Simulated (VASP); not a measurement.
# Y (Fm-3m) in VASP: notebook

Runs on Y. Level: PBEsol. Tasks: single point.

Everything below comes from runs of VASP 6.6.1. Logs are shortened: lines on timing, memory, paths and dates and some standing lists are left out, and cuts for length are marked.

## Step 1: The cell of the first run

Symmetry: Fm-3m, No. 225, cubic system. Conventional cell: a = 4.426 Å, b = 4.426 Å, c = 4.426 Å, α = 90.00°, β = 90.00°, γ = 90.00°. Y (site symmetry m-3m) has 12 Y at 3.13 Å within 4.1 Å.

## Step 2: Single point, PBEsol (volume scaled by 0.7)

Contents of INCAR:

```
PREC = Accurate ; ENCUT = 520
EDIFF = 1E-6 ; ISMEAR = -1
SIGMA = 0.1 ; LREAL = False
LASPH = True ; NELM = 80
ALGO = Normal ; ISIF = 2
LWAVE = False ; LCHARG = True
GGA = PS ; LELF = True
LVHAR = True ; NBANDS = 12
```

Contents of KPOINTS:

```
Automatic mesh
0
Gamma
  13 13 13
```

Contents of POSCAR:

```
Y
1.0
    0.0000000000      2.2129847788      2.2129847788
    2.2129847788      0.0000000000      2.2129847788
    2.2129847788      2.2129847788      0.0000000000
Y
1
Direct
    0.0000000000      0.0000000000      0.0000000000
```

Potentials or basis: VASP PAW PBE potentials, release 64 (Y_sv).

The run is started by

```sh
cat potpaw_PBE.64/Y_sv/POTCAR > POTCAR
mpirun -np 1 vasp_std > vasp.out
```

OUTCAR:

```text
PREC = Accurate
   ENCUT = 520
   EDIFF = 1E-6
   ISMEAR = -1
   LREAL = False
   LASPH = True
   NELM = 80
   ISIF = 2
   GGA = PS

 ion  position               nearest neighbor table
   1  0.000  0.000  0.000-

  LATTYP: Found a face centered cubic cell.
 ALAT       =     4.4259695576

  Lattice vectors:

 A1 = (   0.0000000000,   2.2129847788,   2.2129847788)
 A2 = (   2.2129847788,   0.0000000000,   2.2129847788)
 A3 = (   2.2129847788,   2.2129847788,   0.0000000000)

Analysis of symmetry for initial positions (statically):
=====================================================================
 Subroutine PRICEL returns:
 Original cell was already a primitive cell.

 Routine SETGRP: Setting up the symmetry group for a
 face centered cubic supercell.

 Subroutine GETGRP returns: Found 48 space group operations
 (whereof 48 operations were pure point group operations)
 out of a pool of 48 trial point group operations.

The static configuration has the point symmetry O_h .

Analysis of symmetry for dynamics (positions and initial velocities):
=====================================================================
 Subroutine PRICEL returns:
 Original cell was already a primitive cell.

 Routine SETGRP: Setting up the symmetry group for a
 face centered cubic supercell.

 Subroutine GETGRP returns: Found 48 space group operations
 (whereof 48 operations were pure point group operations)
 out of a pool of 48 trial point group operations.

The dynamic configuration has the point symmetry O_h .

 Subroutine INISYM returns: Found 48 space group operations
 (whereof 48 operations are pure point group operations),
 and found     1 'primitive' translations

----------------------------------------------------------------------------------------

                                     Primitive cell

  volume of cell :      21.6753

  direct lattice vectors                    reciprocal lattice vectors
     0.000000000  2.212984779  2.212984779    -0.225939195  0.225939195  0.225939195
     2.212984779  0.000000000  2.212984779     0.225939195 -0.225939195  0.225939195
     2.212984779  2.212984779  0.000000000     0.225939195  0.225939195 -0.225939195

  length of vectors
     3.129633088  3.129633088  3.129633088     0.391338166  0.391338166  0.391338166

  position of ions in fractional coordinates (direct lattice)
     0.000000000  0.000000000  0.000000000

  ion indices of the primitive-cell ions
   primitive index   ion index
                 1           1

----------------------------------------------------------------------------------------

 KPOINTS: Automatic mesh

Automatic generation of k-mesh.
 Grid dimensions read from file:
 generate k-points for:   13   13   13

 Generating k-lattice:

  Cartesian coordinates                     Fractional coordinates (reciprocal lattice)
    -0.017379938  0.017379938  0.017379938     0.076923077  0.000000000  0.000000000
     0.017379938 -0.017379938  0.017379938     0.000000000  0.076923077  0.000000000
     0.017379938  0.017379938 -0.017379938     0.000000000  0.000000000  0.076923077

  Length of vectors
     0.030102936  0.030102936  0.030102936

  Shift w.r.t. Gamma in fractional coordinates (k-lattice)
     0.000000000  0.000000000  0.000000000

 Subroutine IBZKPT returns following result:
 ===========================================

 Found     84 irreducible k-points:

 Following reciprocal coordinates:
            Coordinates               Weight
  0.000000  0.000000  0.000000      1.000000
  0.076923  0.000000  0.000000      8.000000
  0.153846  0.000000  0.000000      8.000000
  0.230769  0.000000  0.000000      8.000000
  0.307692  0.000000  0.000000      8.000000
  0.384615  0.000000  0.000000      8.000000
[... 16 lines left out ...]
  0.384615  0.153846  0.000000     24.000000
  0.461538  0.153846  0.000000     24.000000
 [... further k-points ...]
   k-points           NKPTS =     84   k-points in BZ     NKDIM =     84   number of bands    NBANDS=     12
   number of dos      NEDOS =    301   number of ions     NIONS =      1
   total plane-waves  NPLWV =  13824
   dimension x,y,z NGX =    24 NGY =   24 NGZ =   24
   dimension x,y,z NGXF=    48 NGYF=   48 NGZF=   48
   ions per type =               1
   NGX,Y,Z   is equivalent  to a cutoff of  12.75, 12.75, 12.75 a.u.
   NGXF,Y,Z  is equivalent  to a cutoff of  25.50, 25.50, 25.50 a.u.
 SYSTEM =  unknown system
   PREC   = accura    normal or accurate (medium, high low for compatibility)
   ISTART =      0    job   : 0-new  1-cont  2-samecut
   ICHARG =      2    charge: 1-file 2-atom 10-const
   ISPIN  =      1    spin polarized calculation?
   LNONCOLLINEAR =      F non collinear calculations
   LSORBIT =      F    spin-orbit coupling
   LASPH  =      T    aspherical Exc in radial PAW
   ENCUT  =  520.0 eV  38.22 Ry    6.18 a.u.   5.82  5.82  5.82*2*pi/ulx,y,z
   NELM   =     80;   NELMIN=  2; NELMDL= -5     # of ELM steps
   EDIFF  = 0.1E-05   stopping-criterion for ELM
   LREAL  =      F    real-space projection
   EDIFFG = 0.1E-04   stopping-criterion for IOM
   NSW    =      0    number of steps for IOM
   IBRION =     -1    ionic relax: 0-MD 1-quasi-New 2-CG
   NFREE  =      0    steps in history (QN), initial steepest desc. (CG)
   ISIF   =      2    stress and relaxation
   ISYM   =      2    0-nonsym 1-usesym 2-fastsym
   POTIM  = 0.5000    time-step for ionic-motion
   TEBEG  =    0.0;   TEEND  =   0.0 temperature during run
   PSTRESS=    0.0 pullay stress
   NELECT =      11.0000    total number of electrons
   NUPDOWN=      -1.0000    fix difference up-down
   EMIN   =  10.00;   EMAX   =-10.00  energy-range for DOS
   EFERMI =   0.00;   METHOD = LEGACY
   ISMEAR =    -1;   SIGMA  =   0.10  broadening in eV -4-tet -1-fermi 0-gaus
   EFERMI_NEDOS =   21; number of points for ismear=-14 and -15
   IALGO  =     38    algorithm
   IMIX   =      4    mixing-type and parameters
     AMIX     =   0.40;   BMIX     =  1.00
     AMIX_MAG =   1.60;   BMIX_MAG =  1.00
  volume/ion in A,a.u.               =      21.68       146.27
  Fermi-wavevector in a.u.,A,eV,Ry     =   1.305822  2.467646 23.200260  1.705171
  Thomas-Fermi vector in A             =   2.436665
   LORBIT       =      0    0 simple, 1 ext, 2 COOP (PROOUT), +10 PAW based schemes
   GGA     = PS    functional components
   LHFCALC =     F    Hartree Fock is set to
   AEXX    =    0.0000 exact exchange contribution
   IVDW    =     0    specifies the selected vdW correction
   LEPSILON=     F    determine dielectric tensor
   LRPA    =     F    only Hartree local field effects (RPA)
 non-spin polarized calculation
  energy-cutoff  :      520.00
  volume of cell :       21.68
 maximum number of plane-waves:       594
   NGX = 11   NGY = 11   NGZ = 11

 number of electron      11.0000000 magnetization

 Free energy of the ion-electron system (eV)
  ---------------------------------------------------
  ext. energy  EPLUGINS =         0.00000000
  ---------------------------------------------------
  free energy    TOTEN  =        -6.26177316 eV

  energy without entropy =       -6.22441845  energy(sigma->0) =       -6.24309580

 E-fermi :   5.1752     XC(G=0): -11.3040

 val. band max:        5.1481039370   @ k =  -0.3077   0.3077   0.0000
 cond. band min:       5.1766033545   @ k =  -0.2308   0.3077   0.0769
 fundamental gap:      0.0284994175
 Fermi energy:         5.1751848522

 k-point     1 :       0.0000    0.0000    0.0000
  band No.  band energies     occupation
      1     -36.7147      2.00000
      2     -15.7609      2.00000
      3     -15.7609      2.00000
      4     -15.7609      2.00000
      5       0.1578      2.00000
      6       7.3342      0.00000
      7       7.3342      0.00000
      8       7.3342      0.00000
      9      10.5720      0.00000
     10      10.5720      0.00000
     11      15.3145      0.00000
     12      19.9560      0.00000

 k-point     2 :       0.0769    0.0000    0.0000
  band No.  band energies     occupation
      1     -36.6958      2.00000
      2     -15.8901      2.00000
      3     -15.7751      2.00000
      4     -15.7751      2.00000
      5       0.4017      2.00000
      6       7.0773      0.00000
      7       7.4440      0.00000
      8       7.4440      0.00000
      9      10.4160      0.00000
     10      10.4160      0.00000
     11      15.8555      0.00000
     12      19.1547      0.00000

 k-point     3 :       0.1538    0.0000    0.0000
  band No.  band energies     occupation
      1     -36.6427      2.00000
      2     -16.2352      2.00000
      3     -15.8142      2.00000
      4     -15.8142      2.00000
      5       1.0554      2.00000
      6       6.5443      0.00000
      7       7.6787      0.00000
      8       7.6787      0.00000
      9      10.1607      0.00000
     10      10.1607      0.00000
     11      16.8178      0.00000
     12      18.3393      0.00000
[... 286 lines left out ...]
 k-point    23 :       0.3846    0.1538    0.0000
  band No.  band energies     occupation
      1     -36.4178      2.00000
      2     -17.2468      2.00000
      3     -16.1414      2.00000
      4     -16.0945      2.00000
      5       3.2102      2.00000
      6       5.5245      0.05903
      7       6.6429      0.00000
      8       8.2455      0.00000
      9      11.2876      0.00000
     10      12.5657      0.00000
     11      17.0959      0.00000
     12      20.2392      0.00000

 k-point    24 :       0.4615    0.1538    0.0000
  band No.  band energies     occupation
      1     -36.3634      2.00000
      2     -17.4952      2.00000
      3     -16.2373      2.00000
      4     -16.1068      2.00000
      5       3.3551      2.00000
      6       5.6713      0.01392
      7       6.9079      0.00000
      8       7.9564      0.00000
      9      12.6497      0.00000
     10      13.1321      0.00000
     11      16.7873      0.00000
     12      18.3065      0.00000

 [... further k-points ...]
[... 5 lines left out ...]
  --------------------------------------------------------------------------------------
  -------------------------------------------------------------------------------------
  Total        3.3855905      3.3855905      3.3855905      0.0000000     -0.0000000      0.0000000
  in kB      250.2532514    250.2532514    250.2532514      0.0000000     -0.0000000      0.0000000
  external PRESSURE =     250.2532514 kB  Pullay stress =       0.0000000 kB

 VOLUME and BASIS-vectors are now :
 -----------------------------------------------------------------------------
  energy-cutoff  :      520.00
  volume of cell :       21.68
      direct lattice vectors                 reciprocal lattice vectors
     0.000000000  2.212984779  2.212984779    -0.225939195  0.225939195  0.225939195
     2.212984779  0.000000000  2.212984779     0.225939195 -0.225939195  0.225939195
     2.212984779  2.212984779  0.000000000     0.225939195  0.225939195 -0.225939195

 POSITION                                       TOTAL-FORCE (eV/Angst)
 -----------------------------------------------------------------------------------
      0.00000      0.00000      0.00000         0.000000      0.000000      0.000000
 -----------------------------------------------------------------------------------
    total drift:                                0.000000      0.000000      0.000000

  FREE ENERGIE OF THE ION-ELECTRON SYSTEM (eV)
  ---------------------------------------------------
  free  energy   TOTEN  =        -6.2617731614 eV

  energy  without entropy=       -6.2244184481  energy(sigma->0) =       -6.24309580
```

Wall time 8.2 s (1 thread of Intel Xeon 6975P-C (Granite Rapids), shared host); peak memory 0.17 GiB.

Results:

```
Free energy : -6.2618 eV
Pressure    : 25.0 GPa
```

Caveat: the PAW data sets were made with another functional, which shifts forces and pressure a little.

## Step 3: Single point, PBEsol (volume scaled by 0.7)

Contents of INCAR:

```
SYSTEM = Y
PREC = Accurate
ENCUT = 520
EDIFF = 1E-6
ISMEAR = -1
SIGMA = 0.1
LREAL = .FALSE.
LASPH = .TRUE.
NELM = 60
ALGO = Normal
ISIF = 2
LWAVE = .FALSE.
LCHARG = .TRUE.
GGA = PS
LELF = .TRUE.
LVHAR = .TRUE.
NBANDS = 12
```

Contents of KPOINTS:

```
Automatic mesh
0
G
  13 13 13
  0 0 0
```

POSCAR is that of step 2.

Potentials or basis: VASP PAW PBE potentials, release 64 (Y_sv).

The run is started by

```sh
cat potpaw_PBE.64/Y_sv/POTCAR > POTCAR
mpirun -np 1 vasp_std > vasp.out
```

Run time: 7.9 s. Hardware: 1 thread of Intel Xeon 6975P-C (Granite Rapids), shared host; peak memory 0.16 GiB.

Results (log left out):

| Item | Value |
| --- | --- |
| Free energy | -6.2618 eV |
| Pressure | 25.0 GPa |

Levels at points of the mesh, in eV from the Fermi level:
| k point | band 1 | band 2 | band 3 | band 4 | band 5 | band 6 | band 7 | band 8 | band 9 | band 10 |
| --- | --- | --- | --- | --- | --- | --- | --- | --- | --- | --- |
| (0.00, 0.00, 0.00) | -41.89 | -20.94 | -20.94 | -20.94 | -5.02 | 2.16 | 2.16 | 2.16 | 5.40 | 5.40 |

Caveat: the PAW data sets were made with another functional, which shifts forces and pressure a little.

(Continued in part 2 of 2.)
